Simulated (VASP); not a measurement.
# InP (I4/mmm) in VASP: further runs

Runs on InP. Level: PBE. Tasks: single point.

All numbers are computed with VASP 6.6.1; they aren't measurements. Logs are shortened: lines on timing, memory, paths and dates and some standing lists are left out, and cuts for length are marked.

### 1 The cell of the first run

It takes space group I4/mmm (No. 139, tetragonal). The conventional cell has a = 4.398 Å, b = 4.398 Å, c = 4.397 Å, α = 90.00°, β = 90.00°, γ = 90.00°. In (site symmetry 4/mmm) has 2 P at 2.20 Å within 2.9 Å. Within 2.9 Å of P (site symmetry 4/mmm) lie 2 In at 2.20 Å.

### 2 Single point, PBE

INCAR reads:

```
SYSTEM = InP
PREC = Accurate
ENCUT = 520
EDIFF = 1E-6
ISMEAR = 0
SIGMA = 0.15
LREAL = .FALSE.
LASPH = .TRUE.
NELM = 80
ALGO = Normal
ISIF = 2
LWAVE = .FALSE.
LCHARG = .TRUE.
GGA = PE
LELF = .TRUE.
LVHAR = .TRUE.
NBANDS = 16
```

KPOINTS reads:

```
regular mesh
0
G
  20 20 20
  0 0 0
```

POSCAR reads:

```
InP
1.0
    0.0000000000      3.1095564692      2.1984564237
    3.1095564692      0.0000000000      2.1984564237
    3.1095564692      3.1095564692      0.0000000000
In P
1 1
Direct
    0.0000000000      0.0000000000      0.0000000000
    0.5000000000      0.5000000000      0.5000000000
```

Potentials or basis: VASP PAW PBE potentials, release 64 (In_d, P).

The run is started by

```console
$ cat potpaw_PBE.64/In_d/POTCAR potpaw_PBE.64/P/POTCAR > POTCAR
$ mpirun -np 1 vasp_std > vasp.out
```

OUTCAR:

```text
SYSTEM = InP
   PREC = Accurate
   ENCUT = 520
   EDIFF = 1E-6
   ISMEAR = 0
   LREAL = .FALSE.
   LASPH = .TRUE.
   NELM = 80
   ISIF = 2
   GGA = PE

 ion  position               nearest neighbor table
   1  0.000  0.000  0.000-   2 2.20   2 2.20   2 3.11   2 3.11   2 3.11   2 3.11
   2  0.500  0.500  0.500-   1 2.20   1 2.20   1 3.11   1 3.11   1 3.11   1 3.11

  LATTYP: Found a body centered tetragonal cell.
 ALAT       =     4.3975769317
 C/A-ratio  =     0.9998489886

  Lattice vectors:

 A1 = (   0.0000000000,  -3.1095564692,  -2.1984564237)
 A2 = (   0.0000000000,   3.1095564692,  -2.1984564237)
 A3 = (   3.1095564692,   0.0000000000,   2.1984564237)

Analysis of symmetry for initial positions (statically):
=====================================================================
 Subroutine PRICEL returns:
 Original cell was already a primitive cell.

 Routine SETGRP: Setting up the symmetry group for a
 body centered tetragonal supercell.

 Subroutine GETGRP returns: Found 16 space group operations
 (whereof 16 operations were pure point group operations)
 out of a pool of 16 trial point group operations.

The static configuration has the point symmetry D_4h.

Analysis of symmetry for dynamics (positions and initial velocities):
=====================================================================
 Subroutine PRICEL returns:
 Original cell was already a primitive cell.

 Routine SETGRP: Setting up the symmetry group for a
 body centered tetragonal supercell.

 Subroutine GETGRP returns: Found 16 space group operations
 (whereof 16 operations were pure point group operations)
 out of a pool of 16 trial point group operations.

The dynamic configuration has the point symmetry D_4h.

 Subroutine INISYM returns: Found 16 space group operations
 (whereof 16 operations are pure point group operations),
 and found     1 'primitive' translations

----------------------------------------------------------------------------------------

                                     Primitive cell

  volume of cell :      42.5153

  direct lattice vectors                    reciprocal lattice vectors
     0.000000000  3.109556469  2.198456424    -0.160794636  0.160794636  0.227432300
     3.109556469  0.000000000  2.198456424     0.160794636 -0.160794636  0.227432300
     3.109556469  3.109556469  0.000000000     0.160794636  0.160794636 -0.227432300

  length of vectors
     3.808221643  3.808221643  4.397576932     0.321613558  0.321613558  0.321613558

  position of ions in fractional coordinates (direct lattice)
     0.000000000  0.000000000  0.000000000
     0.500000000  0.500000000  0.500000000

  ion indices of the primitive-cell ions
   primitive index   ion index
                 1           1
                 2           2

----------------------------------------------------------------------------------------

 KPOINTS: regular mesh

Automatic generation of k-mesh.
 Grid dimensions read from file:
 generate k-points for:   20   20   20

 Generating k-lattice:

  Cartesian coordinates                     Fractional coordinates (reciprocal lattice)
    -0.008039732  0.008039732  0.011371615     0.050000000  0.000000000  0.000000000
     0.008039732 -0.008039732  0.011371615     0.000000000  0.050000000  0.000000000
     0.008039732  0.008039732 -0.011371615     0.000000000  0.000000000  0.050000000

  Length of vectors
     0.016080678  0.016080678  0.016080678

  Shift w.r.t. Gamma in fractional coordinates (k-lattice)
     0.000000000  0.000000000  0.000000000

 Subroutine IBZKPT returns following result:
 ===========================================

 Found    641 irreducible k-points:

 Following reciprocal coordinates:
            Coordinates               Weight
  0.000000  0.000000  0.000000      1.000000
  0.050000 -0.000000  0.000000      8.000000
  0.100000 -0.000000  0.000000      8.000000
  0.150000  0.000000  0.000000      8.000000
  0.200000 -0.000000  0.000000      8.000000
  0.250000  0.000000  0.000000      8.000000
[... 16 lines left out ...]
 -0.400000  0.050000  0.000000      8.000000
 -0.350000  0.050000  0.000000      8.000000
 [... further k-points ...]
   k-points           NKPTS =    641   k-points in BZ     NKDIM =    641   number of bands    NBANDS=     16
   number of dos      NEDOS =    301   number of ions     NIONS =      2
   total plane-waves  NPLWV =  28224
   dimension x,y,z NGX =    28 NGY =   28 NGZ =   36
   dimension x,y,z NGXF=    56 NGYF=   56 NGZF=   72
   ions per type =               1   1
   NGX,Y,Z   is equivalent  to a cutoff of  12.22, 12.22, 13.61 a.u.
   NGXF,Y,Z  is equivalent  to a cutoff of  24.45, 24.45, 27.22 a.u.
 SYSTEM =  InP
   PREC   = accura    normal or accurate (medium, high low for compatibility)
   ISTART =      0    job   : 0-new  1-cont  2-samecut
   ICHARG =      2    charge: 1-file 2-atom 10-const
   ISPIN  =      1    spin polarized calculation?
   LNONCOLLINEAR =      F non collinear calculations
   LSORBIT =      F    spin-orbit coupling
   LASPH  =      T    aspherical Exc in radial PAW
   ENCUT  =  520.0 eV  38.22 Ry    6.18 a.u.   7.08  7.08  8.18*2*pi/ulx,y,z
   NELM   =     80;   NELMIN=  2; NELMDL= -5     # of ELM steps
   EDIFF  = 0.1E-05   stopping-criterion for ELM
   LREAL  =      F    real-space projection
   EDIFFG = 0.1E-04   stopping-criterion for IOM
   NSW    =      0    number of steps for IOM
   IBRION =     -1    ionic relax: 0-MD 1-quasi-New 2-CG
   NFREE  =      0    steps in history (QN), initial steepest desc. (CG)
   ISIF   =      2    stress and relaxation
   ISYM   =      2    0-nonsym 1-usesym 2-fastsym
   POTIM  = 0.5000    time-step for ionic-motion
   TEBEG  =    0.0;   TEEND  =   0.0 temperature during run
   PSTRESS=    0.0 pullay stress
   NELECT =      18.0000    total number of electrons
   NUPDOWN=      -1.0000    fix difference up-down
   EMIN   =  10.00;   EMAX   =-10.00  energy-range for DOS
   EFERMI =   0.00;   METHOD = LEGACY
   ISMEAR =     0;   SIGMA  =   0.15  broadening in eV -4-tet -1-fermi 0-gaus
   EFERMI_NEDOS =   21; number of points for ismear=-14 and -15
   IALGO  =     38    algorithm
   IMIX   =      4    mixing-type and parameters
     AMIX     =   0.40;   BMIX     =  1.00
     AMIX_MAG =   1.60;   BMIX_MAG =  1.00
  volume/ion in A,a.u.               =      21.26       143.45
  Fermi-wavevector in a.u.,A,eV,Ry     =   1.229280  2.323002 20.560156  1.511129
  Thomas-Fermi vector in A             =   2.364173
   LORBIT       =      0    0 simple, 1 ext, 2 COOP (PROOUT), +10 PAW based schemes
   GGA     = PE    functional components
   LHFCALC =     F    Hartree Fock is set to
   AEXX    =    0.0000 exact exchange contribution
   IVDW    =     0    specifies the selected vdW correction
   LEPSILON=     F    determine dielectric tensor
   LRPA    =     F    only Hartree local field effects (RPA)
 non-spin polarized calculation
 Gauss-broadening in eV      SIGMA  =   0.15
  energy-cutoff  :      520.00
  volume of cell :       42.52
 maximum number of plane-waves:      1160
   NGX = 15   NGY = 15   NGZ = 17

 number of electron      18.0000002 magnetization

 Free energy of the ion-electron system (eV)
  ---------------------------------------------------
  ext. energy  EPLUGINS =         0.00000000
  ---------------------------------------------------
  free energy    TOTEN  =        -6.11381088 eV

  energy without entropy =       -6.10355385  energy(sigma->0) =       -6.10868236

 E-fermi :   7.0192     XC(G=0): -10.2380

 val. band max:        7.0137771817   @ k =   0.2000   0.1000   0.0500
 cond. band min:       7.0209508472   @ k =   0.0500   0.0000   0.0500
 fundamental gap:      0.0071736655
 Fermi energy:         7.0191835977

 k-point     1 :       0.0000    0.0000    0.0000
  band No.  band energies     occupation
      1      -8.6937      2.00000
      2      -7.8158      2.00000
      3      -7.8158      2.00000
      4      -7.6708      2.00000
      5      -7.5731      2.00000
      6      -4.8439      2.00000
[... 8 lines left out ...]
     15      14.3182      0.00000
     16      15.2316      0.00000

 k-point     2 :       0.0500   -0.0000    0.0000
  band No.  band energies     occupation
      1      -8.6851      2.00000
      2      -7.8152      2.00000
      3      -7.8149      2.00000
      4      -7.6696      2.00000
      5      -7.5737      2.00000
      6      -4.8245      2.00000
[... 8 lines left out ...]
     15      14.7870      0.00000
     16      15.4889      0.00000

 k-point     3 :       0.1000   -0.0000    0.0000
  band No.  band energies     occupation
      1      -8.6603      2.00000
      2      -7.8134      2.00000
      3      -7.8128      2.00000
      4      -7.6655      2.00000
      5      -7.5755      2.00000
      6      -4.7656      2.00000
[... 8 lines left out ...]
     15      15.6607      0.00000
     16      15.7290      0.00000

 k-point     4 :       0.1500    0.0000    0.0000
  band No.  band energies     occupation
      1      -8.6221      2.00000
      2      -7.8109      2.00000
      3      -7.8108      2.00000
      4      -7.6579      2.00000
      5      -7.5781      2.00000
      6      -4.6661      2.00000
[... 8 lines left out ...]
     15      15.5851      0.00000
     16      16.6386      0.00000

 k-point     5 :       0.2000   -0.0000    0.0000
  band No.  band energies     occupation
      1      -8.5747      2.00000
      2      -7.8103      2.00000
      3      -7.8083      2.00000
      4      -7.6462      2.00000
      5      -7.5812      2.00000
      6      -4.5249      2.00000
[... 8 lines left out ...]
     15      15.6300      0.00000
     16      17.6785      0.00000

 k-point     6 :       0.2500    0.0000    0.0000
  band No.  band energies     occupation
      1      -8.5232      2.00000
      2      -7.8120      2.00000
      3      -7.8060      2.00000
      4      -7.6308      2.00000
      5      -7.5844      2.00000
      6      -4.3427      2.00000
[... 8 lines left out ...]
     15      16.2025      0.00000
     16      18.7324      0.00000

 k-point     7 :       0.3000    0.0000    0.0000
  band No.  band energies     occupation
      1      -8.4728      2.00000
      2      -7.8154      2.00000
      3      -7.8046      2.00000
      4      -7.6134      2.00000
      5      -7.5873      2.00000
      6      -4.1247      2.00000
[... 8 lines left out ...]
     15      16.9481      0.00000
     16      18.9456      0.00000

 k-point     8 :       0.3500   -0.0000    0.0000
  band No.  band energies     occupation
      1      -8.4284      2.00000
      2      -7.8196      2.00000
      3      -7.8040      2.00000
      4      -7.5964      2.00000
      5      -7.5896      2.00000
      6      -3.8845      2.00000
[... 8 lines left out ...]
     15      17.7628      0.00000
     16      18.4490      0.00000

 k-point     9 :       0.4000    0.0000    0.0000
  band No.  band energies     occupation
      1      -8.3940      2.00000
      2      -7.8234      2.00000
      3      -7.8039      2.00000
      4      -7.5912      2.00000
      5      -7.5823      2.00000
      6      -3.6496      2.00000
[... 8 lines left out ...]
     15      17.8914      0.00000
     16      18.6022      0.00000
[... 172 lines left out ...]
 k-point    19 :       0.4000    0.0500    0.0000
  band No.  band energies     occupation
      1      -8.3669      2.00000
      2      -7.8215      2.00000
      3      -7.8027      2.00000
      4      -7.5946      2.00000
      5      -7.5815      2.00000
      6      -3.6684      2.00000
[... 8 lines left out ...]
     15      18.4707      0.00000
     16      18.5297      0.00000

 k-point    20 :       0.4500    0.0500    0.0000
  band No.  band energies     occupation
      1      -8.3654      2.00000
      2      -7.8231      2.00000
      3      -7.8019      2.00000
      4      -7.5948      2.00000
      5      -7.5726      2.00000
      6      -3.4562      2.00000
[... 8 lines left out ...]
     15      18.3392      0.00000
     16      19.3227      0.00000

 k-point    21 :       0.5000    0.0500    0.0000
  band No.  band energies     occupation
      1      -8.3790      2.00000
      2      -7.8231      2.00000
      3      -7.8011      2.00000
      4      -7.5943      2.00000
      5      -7.5697      2.00000
      6      -3.3505      2.00000
[... 8 lines left out ...]
     15      18.0448      0.00000
     16      19.7032      0.00000

 k-point    22 :      -0.4500    0.0500    0.0000
  band No.  band energies     occupation
      1      -8.4061      2.00000
      2      -7.8212      2.00000
      3      -7.8002      2.00000
      4      -7.5931      2.00000
      5      -7.5735      2.00000
      6      -3.3893      2.00000
[... 8 lines left out ...]
     15      17.7565      0.00000
     16      19.3279      0.00000

 k-point    23 :      -0.4000    0.0500    0.0000
  band No.  band energies     occupation
      1      -8.4441      2.00000
      2      -7.8177      2.00000
      3      -7.7994      2.00000
      4      -7.5914      2.00000
      5      -7.5833      2.00000
      6      -3.5485      2.00000
[... 8 lines left out ...]
     15      17.9908      0.00000
     16      18.5577      0.00000

 k-point    24 :      -0.3500    0.0500    0.0000
  band No.  band energies     occupation
      1      -8.4898      2.00000
      2      -7.8132      2.00000
      3      -7.7991      2.00000
      4      -7.5979      2.00000
      5      -7.5891      2.00000
      6      -3.7706      2.00000
[... 8 lines left out ...]
     15      17.7102      0.00000
     16      18.6519      0.00000

 [... further k-points ...]
[... 5 lines left out ...]
  --------------------------------------------------------------------------------------
  -------------------------------------------------------------------------------------
  Total       -0.6228041     -0.6228041     18.6441582      0.0000000      0.0000000      0.0000000
  in kB      -23.4702265    -23.4702265    702.6007479      0.0000000      0.0000000      0.0000000
  external PRESSURE =     218.5534317 kB  Pullay stress =       0.0000000 kB

 VOLUME and BASIS-vectors are now :
 -----------------------------------------------------------------------------
  energy-cutoff  :      520.00
  volume of cell :       42.52
      direct lattice vectors                 reciprocal lattice vectors
     0.000000000  3.109556469  2.198456424    -0.160794636  0.160794636  0.227432300
     3.109556469  0.000000000  2.198456424     0.160794636 -0.160794636  0.227432300
     3.109556469  3.109556469  0.000000000     0.160794636  0.160794636 -0.227432300

 POSITION                                       TOTAL-FORCE (eV/Angst)
 -----------------------------------------------------------------------------------
      0.00000      0.00000      0.00000         0.000000      0.000000     -0.000000
      3.10956      3.10956      2.19846         0.000000     -0.000000      0.000000
 -----------------------------------------------------------------------------------
    total drift:                                0.000000      0.000000     -0.000000

  FREE ENERGIE OF THE ION-ELECTRON SYSTEM (eV)
  ---------------------------------------------------
  free  energy   TOTEN  =        -6.1138108775 eV

  energy  without entropy=       -6.1035538460  energy(sigma->0) =       -6.10868236
```

Wall time 4.7 min (1 thread of Intel Xeon Platinum 8488C (Sapphire Rapids), shared host); peak memory 0.52 GiB.

What came out:

- Free energy: -6.1138 eV
- Pressure: 21.9 GPa
- Band gap on the k mesh: zero (band 9 reaches 7.28 eV, above the bottom of band 10 at 4.81 eV)

Stress tensor (GPa, compression positive):
```
-2.35  0.00  0.00
 0.00 -2.35  0.00
 0.00  0.00 70.26
```

Caveat: spin-orbit coupling is left out, which moves the levels of the heavy elements.

(Continued in part 2 of 3.)
